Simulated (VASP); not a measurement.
# YPdC6N6: single point with PBE

Crystal: YPdC6N6.

```
Y Pd C N
1.0
     0.00000    5.31800    5.31800
     5.31800    0.00000    5.31800
     5.31800    5.31800    0.00000
Y Pd C N
1 1 6 6
Direct
  0.50000 0.50000 0.50000
  0.00000 0.00000 0.00000
  0.81779 0.18221 0.18221
  0.18221 0.81779 0.18221
  0.18221 0.18221 0.81779
  0.18221 0.81779 0.81779
  0.81779 0.18221 0.81779
  0.81779 0.81779 0.18221
  0.70778 0.29222 0.29222
  0.29222 0.70778 0.29222
  0.29222 0.29222 0.70778
  0.29222 0.70778 0.70778
  0.70778 0.29222 0.70778
  0.70778 0.70778 0.29222
```

```json
{
  "Program": "VASP 6.6.1",
  "Task": "single point",
  "Functional": "PBE",
  "Potentials or basis": "VASP PAW PBE potentials, release 64 (Y_sv, Pd, C, N)",
  "Cutoff": "600 eV",
  "k mesh": "4 × 4 × 4",
  "Occupations": "gaussian, width 0.1 eV",
  "Spin": "no spin polarisation",
  "Dipole correction": "no",
  "Further INCAR settings": "ALGO = Normal; EDIFF = 1e-06; NBANDS = 50"
}
```

```json
{"Pressure": "9.7 GPa", "Largest force": "2.100 eV/Å", "Band gap on the k mesh": "zero (an odd number of electrons rules out a gap without spin polarisation)"}
```

Forces on the atoms (eV/Å):
```
Y    0.000  0.000  0.000
Pd   0.000  0.000  0.000
C    2.100  0.000  0.000
C    0.000  2.100  0.000
C    0.000  0.000  2.100
C   -2.100  0.000  0.000
C    0.000 -2.100  0.000
C    0.000  0.000 -2.100
N   -1.641  0.000  0.000
N    0.000 -1.641  0.000
N    0.000  0.000 -1.641
N    1.641  0.000  0.000
N    0.000  1.641  0.000
N    0.000  0.000  1.641
```

Levels at points of the mesh, in eV from the Fermi level:
| k point | band 34 | band 35 | band 36 | band 37 | band 38 | band 39 | band 40 | band 41 |
| --- | --- | --- | --- | --- | --- | --- | --- | --- |
| (0.00, 0.00, 0.00) | -6.01 | -5.79 | -5.79 | -5.79 | 0.02 | 0.02 | 0.05 | 0.05 |
| (0.50, 0.00, 0.00) | -5.81 | -5.81 | -5.77 | -5.77 | -0.01 | 0.14 | 0.14 | 0.16 |
| (0.50, 0.50, 0.00) | -5.73 | -5.62 | -5.55 | -5.55 | 0.02 | 0.05 | 0.07 | 0.92 |

It took 7 min on 1 thread of Intel Xeon 8259CL, on a shared host, peak memory 0.61 GiB.

Caveat: the cell stands under pressure; forces of over 1 eV/Å act on the atoms, so gaps and moduli don't describe the material at rest.
